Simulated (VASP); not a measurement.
# CdS (P3m1) in VASP: notebook, part 2 of 2

VASP 6.6.1. Earlier steps stand in the parts before.

### 3 Single point, PBEsol-based screened hybrid with 25 % exact exchange

The input, POSCAR:

```
CdS
1.0
    4.1848456476      0.0000000000      0.0000000000
   -2.0924228238      3.6241826417      0.0000000000
    0.0000000000      0.0000000000      5.8301463098
Cd S
1 1
Direct
    0.0000000000      0.0000000000      0.4382514285
    0.6666666667      0.3333333333      0.4387485715
```

The input, INCAR.step1:

```
PREC = Accurate ; ENCUT = 520
EDIFF = 1E-5 ; ISMEAR = -1
SIGMA = 0.05 ; LREAL = F
LASPH = T ; NELM = 100
ALGO = Normal ; ISIF = 2
LWAVE = T ; NBANDS = 16
GGA = PE
```

The input, INCAR.step2:

```
PREC = Accurate ; ENCUT = 520
EDIFF = 1E-6 ; ISMEAR = -1
SIGMA = 0.05 ; LREAL = F
LASPH = T ; NELM = 100
ALGO = Normal ; ISIF = 2
LWAVE = F ; LCHARG = T
GGA = PS ; LHFCALC = T
AEXX = 0.25 ; HFSCREEN = 0.207
PRECFOCK = Normal ; LELF = T
LVHAR = T ; NBANDS = 16
ISTART = 1
```

The input, KPOINTS:

```
Automatic mesh
0
Gamma
  4 4 3
```

Potentials or basis: VASP PAW PBE potentials, release 64 (Cd, S).

The run is started by

```bash
> cat potpaw_PBE.64/Cd/POTCAR potpaw_PBE.64/S/POTCAR > POTCAR
> cp INCAR.step1 INCAR
> mpirun -np 1 vasp_std > vasp.out
> cp INCAR.step2 INCAR
> mpirun -np 1 vasp_std > vasp.out
```

OUTCAR:

```text
PREC = Accurate
   ENCUT = 520
   EDIFF = 1E-6
   ISMEAR = -1
   LREAL = F
   LASPH = T
   NELM = 100
   ISIF = 2
   GGA = PS
   LHFCALC = T
   AEXX = 0.25
   HFSCREEN = 0.207
   PRECFOCK = Normal
   ISTART = 1

 ion  position               nearest neighbor table
   1  0.000  0.000  0.438-   2 2.42   2 2.42   2 2.42
   2  0.667  0.333  0.439-   1 2.42   1 2.42   1 2.42

  LATTYP: Found a hexagonal cell.
 ALAT       =     4.1848456476
 C/A-ratio  =     1.3931568332

  Lattice vectors:

 A1 = (   4.1848456476,   0.0000000000,   0.0000000000)
 A2 = (  -2.0924228238,   3.6241826417,   0.0000000000)
 A3 = (   0.0000000000,   0.0000000000,   5.8301463098)

Analysis of symmetry for initial positions (statically):
=====================================================================
 Subroutine PRICEL returns:
 Original cell was already a primitive cell.

 Routine SETGRP: Setting up the symmetry group for a
 hexagonal supercell.

 Subroutine GETGRP returns: Found  6 space group operations
 (whereof  6 operations were pure point group operations)
 out of a pool of 24 trial point group operations.

The static configuration has the point symmetry C_3v.

Analysis of symmetry for dynamics (positions and initial velocities):
=====================================================================
 Subroutine PRICEL returns:
 Original cell was already a primitive cell.

 Routine SETGRP: Setting up the symmetry group for a
 hexagonal supercell.

 Subroutine GETGRP returns: Found  6 space group operations
 (whereof  6 operations were pure point group operations)
 out of a pool of 24 trial point group operations.

The dynamic configuration has the point symmetry C_3v.

 Subroutine INISYM returns: Found  6 space group operations
 (whereof  6 operations are pure point group operations),
 and found     1 'primitive' translations

----------------------------------------------------------------------------------------

                                     Primitive cell

  volume of cell :      88.4238

  direct lattice vectors                    reciprocal lattice vectors
     4.184845648  0.000000000  0.000000000     0.238957439  0.137962142  0.000000000
    -2.092422824  3.624182642  0.000000000     0.000000000  0.275924284  0.000000000
     0.000000000  0.000000000  5.830146310     0.000000000  0.000000000  0.171522282

  length of vectors
     4.184845648  4.184845648  5.830146310     0.275924284  0.275924284  0.171522282

  position of ions in fractional coordinates (direct lattice)
     0.000000000  0.000000000  0.438251429
     0.666666667  0.333333333  0.438748571

  ion indices of the primitive-cell ions
   primitive index   ion index
                 1           1
                 2           2

----------------------------------------------------------------------------------------

 KPOINTS: Automatic mesh

[... 24 lines left out ...]
  0.000000  0.000000  0.000000      1.000000
  0.250000  0.000000  0.000000      6.000000
  0.500000  0.000000  0.000000      3.000000
  0.250000  0.250000  0.000000      6.000000
  0.000000  0.000000  0.333333      2.000000
  0.250000  0.000000  0.333333      6.000000
  0.000000  0.250000  0.333333      6.000000
  0.500000  0.000000  0.333333      6.000000
  0.250000  0.250000  0.333333     12.000000
   k-points           NKPTS =      9   k-points in BZ     NKDIM =     48   number of bands    NBANDS=     16
   number of dos      NEDOS =    301   number of ions     NIONS =      2
   total plane-waves  NPLWV =  49152
   dimension x,y,z NGX =    32 NGY =   32 NGZ =   48
   dimension x,y,z NGXF=    64 NGYF=   64 NGZF=   96
   ions per type =               1   1
   NGX,Y,Z   is equivalent  to a cutoff of  12.71, 12.71, 13.69 a.u.
   NGXF,Y,Z  is equivalent  to a cutoff of  25.42, 25.42, 27.37 a.u.
 SYSTEM =  unknown system
   PREC   = accura    normal or accurate (medium, high low for compatibility)
   ISTART =      1    job   : 0-new  1-cont  2-samecut
   ICHARG =      0    charge: 1-file 2-atom 10-const
   ISPIN  =      1    spin polarized calculation?
   LNONCOLLINEAR =      F non collinear calculations
   LSORBIT =      F    spin-orbit coupling
   LASPH  =      T    aspherical Exc in radial PAW
   ENCUT  =  520.0 eV  38.22 Ry    6.18 a.u.   7.78  7.78 10.84*2*pi/ulx,y,z
   NELM   =    100;   NELMIN=  2; NELMDL=  0     # of ELM steps
   EDIFF  = 0.1E-05   stopping-criterion for ELM
   LREAL  =      F    real-space projection
   EDIFFG = 0.1E-04   stopping-criterion for IOM
   NSW    =      0    number of steps for IOM
   IBRION =     -1    ionic relax: 0-MD 1-quasi-New 2-CG
   NFREE  =      0    steps in history (QN), initial steepest desc. (CG)
   ISIF   =      2    stress and relaxation
   ISYM   =      3    0-nonsym 1-usesym 2-fastsym
   POTIM  = 0.5000    time-step for ionic-motion
   TEBEG  =    0.0;   TEEND  =   0.0 temperature during run
   PSTRESS=    0.0 pullay stress
   NELECT =      18.0000    total number of electrons
   NUPDOWN=      -1.0000    fix difference up-down
   EMIN   =  10.00;   EMAX   =-10.00  energy-range for DOS
   EFERMI =   0.00;   METHOD = LEGACY
   ISMEAR =    -1;   SIGMA  =   0.05  broadening in eV -4-tet -1-fermi 0-gaus
   EFERMI_NEDOS =   21; number of points for ismear=-14 and -15
   IALGO  =     38    algorithm
   IMIX   =      1    mixing-type and parameters
     AMIX     =   0.40;   BMIX     =  1.00
     AMIX_MAG =   1.60;   BMIX_MAG =  1.00
  volume/ion in A,a.u.               =      44.21       298.36
  Fermi-wavevector in a.u.,A,eV,Ry     =   0.963036  1.819875 12.618574  0.927439
  Thomas-Fermi vector in A             =   2.092547
   LORBIT       =      0    0 simple, 1 ext, 2 COOP (PROOUT), +10 PAW based schemes
   GGA     = PS    functional components
   LHFCALC =     T    Hartree Fock is set to
   PRECFOCK=normal    Normal, Fast or Accurate (Low or Medium for compatibility)
   ENCUT4O =  -1.0   cutoff for four orbital integrals eV
   NKREDX  =     1    reduce k-point grid by
   NKREDY  =     1    reduce k-point grid by
   NKREDZ  =     1    reduce k-point grid by
   AEXX    =    0.2500 exact exchange contribution
   HFSCREEN=    0.2070 screening length (either q_TF or 0.3 A-1)
   HFSCREENC=   0.2070 screening length for correlation (either q_TF or 0.3 A-1)
   ENCUTFOCK=  -1.0 apply spherical cutoff to Coloumb kernel
   IVDW    =     0    specifies the selected vdW correction
   LEPSILON=     F    determine dielectric tensor
   LRPA    =     F    only Hartree local field effects (RPA)
 non-spin polarized calculation
  energy-cutoff  :      520.00
  volume of cell :       88.42
 maximum number of plane-waves:      2391
 NGX is ok and might be reduce to    32
  NGX = 24; NGY = 24; NGZ = 36

 number of electron      17.9999994 magnetization

 Free energy of the ion-electron system (eV)
  ---------------------------------------------------
  ext. energy  EPLUGINS =         0.00000000
  ---------------------------------------------------
  free energy    TOTEN  =        -7.43312343 eV

  energy without entropy =       -7.43312343  energy(sigma->0) =       -7.43312343

 E-fermi :  -1.4740     XC(G=0):  -5.2757

 val. band max:       -2.5608742989   @ k =   0.0000   0.0000   0.3333
 cond. band min:      -0.0026857257   @ k =   0.0000   0.0000   0.0000
 fundamental gap:      2.5581885732
 Fermi energy:        -1.4740201114

 k-point     1 :       0.0000    0.0000    0.0000
  band No.  band energies     occupation
      1     -15.6419      2.00000
      2     -11.5233      2.00000
      3     -11.5233      2.00000
      4     -10.9512      2.00000
      5     -10.9512      2.00000
      6     -10.6628      2.00000
[... 148 lines left out ...]
      3     -11.1472      2.00000
      4     -11.0663      2.00000
      5     -10.9857      2.00000
      6     -10.3651      2.00000
[... 8 lines left out ...]
     15       8.6596      0.00000
     16       9.8072      0.00000

------------------------ aborting loop because EDIFF is reached ----------------------------------------

  FORCE on cell =-STRESS in cart. coord.  units (eV):
  Direction    XX          YY          ZZ          XY          YZ          ZX
  --------------------------------------------------------------------------------------
  -------------------------------------------------------------------------------------
  Total        0.1689017      0.1689017      0.0131909      0.0000000     -0.0000000      0.0000000
  in kB        3.0603812      3.0603812      0.2390104      0.0000000     -0.0000000      0.0000000
  external PRESSURE =       2.1199243 kB  Pullay stress =       0.0000000 kB

 VOLUME and BASIS-vectors are now :
 -----------------------------------------------------------------------------
  energy-cutoff  :      520.00
  volume of cell :       88.42
      direct lattice vectors                 reciprocal lattice vectors
     4.184845648  0.000000000  0.000000000     0.238957439  0.137962142  0.000000000
    -2.092422824  3.624182642  0.000000000     0.000000000  0.275924284  0.000000000
     0.000000000  0.000000000  5.830146310     0.000000000  0.000000000  0.171522282

 POSITION                                       TOTAL-FORCE (eV/Angst)
 -----------------------------------------------------------------------------------
      0.00000      0.00000      2.55507         0.000000      0.000000      0.000670
      2.09242      1.20806      2.55797        -0.000000     -0.000000     -0.000670
 -----------------------------------------------------------------------------------
    total drift:                               -0.000020      0.000011      0.000260

  FREE ENERGIE OF THE ION-ELECTRON SYSTEM (eV)
  ---------------------------------------------------
  free  energy   TOTEN  =        -7.4331234312 eV

  energy  without entropy=       -7.4331234311  energy(sigma->0) =       -7.43312343
```

OSZICAR.step1:

```text
N       E                     dE             d eps       ncg     rms          rms(c)
DAV:   1     0.102427179596E+03    0.10243E+03   -0.76536E+03   288   0.918E+02
DAV:   2    -0.146354314344E+01   -0.10389E+03   -0.99541E+02   384   0.232E+02
DAV:   3    -0.633327649303E+01   -0.48697E+01   -0.48581E+01   312   0.523E+01
DAV:   4    -0.637975813112E+01   -0.46482E-01   -0.46476E-01   416   0.488E+00
DAV:   5    -0.638065918494E+01   -0.90105E-03   -0.90105E-03   320   0.636E-01    0.841E+00
DAV:   6    -0.563235813766E+01    0.74830E+00   -0.12525E+00   424   0.130E+01    0.649E+00
DAV:   7    -0.559444252130E+01    0.37916E-01   -0.32815E-01   336   0.379E+00    0.304E+00
DAV:   8    -0.559373419071E+01    0.70833E-03   -0.36650E-02   352   0.233E+00    0.361E-01
DAV:   9    -0.559337957528E+01    0.35462E-03   -0.40251E-03   336   0.878E-01    0.116E-01
DAV:  10    -0.559374499813E+01   -0.36542E-03   -0.45563E-04   368   0.169E-01    0.105E-01
DAV:  11    -0.559397278074E+01   -0.22778E-03   -0.34040E-04   312   0.142E-01    0.468E-02
DAV:  12    -0.559395591236E+01    0.16868E-04   -0.56321E-05   376   0.982E-02    0.131E-02
DAV:  13    -0.559395757315E+01   -0.16608E-05   -0.78956E-06   256   0.186E-02
   1 F= -.55939576E+01 E0= -.55939576E+01  d E =-.263313E-07
```

Run time: 4.2 min. Hardware: 1 thread of Intel Xeon Platinum 8559C (Emerald Rapids), shared host; peak memory 0.32 GiB.

Results:

```yaml
Free_energy: -7.4331 eV
Pressure: 0.2 GPa
Band_gap_on_the_k_mesh: 2.56 eV
```

Caveat: the k points lie up to 0.43 Å⁻¹ apart; the PAW data sets were made with another functional, which shifts forces and pressure a little; an odd mesh through Γ misses points on the zone boundary, where band edges can lie.
